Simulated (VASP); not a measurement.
Here is a VASP 6.6.1 calculation.

File INCAR:

```
  ALGO = Normal
  EDIFF = 1E-6
  ENCUT = 520
  GGA = PE
  ISIF = 2
  ISMEAR = -1
  LASPH = T
  LCHARG = T
  LELF = T
  LREAL = F
  LVHAR = T
  LWAVE = F
  NBANDS = 22
  NELM = 80
  PREC = Accurate
  SIGMA = 0.1
```

Contents of KPOINTS:

```
k-points
0
Gamma
  8 8 5
```

Contents of POSCAR:

```
Na
1.0
    3.7745942718      0.0000000000      0.0000000000
   -1.8872971359      3.2688945284      0.0000000000
    0.0000000000      0.0000000000     12.0074978156
Na
4
Direct
    0.0000000000      0.0000000000      0.0000000000
    0.0000000000      0.0000000000      0.5000000000
    0.3333333333      0.6666666667      0.2500000000
    0.6666666667      0.3333333333      0.7500000000
```

Potentials or basis: VASP PAW PBE potentials, release 64 (Na_pv).

The run is started by

```sh
$ cat potpaw_PBE.64/Na_pv/POTCAR > POTCAR
$ mpirun -np 1 vasp_std > vasp.out
```

Problem. Predict the band gap on the k mesh.

Solution. Zero (bands 14 and 15 overlap by 3.24 eV).

Problem. Estimate the pressure.

Solution. 0.0 GPa.
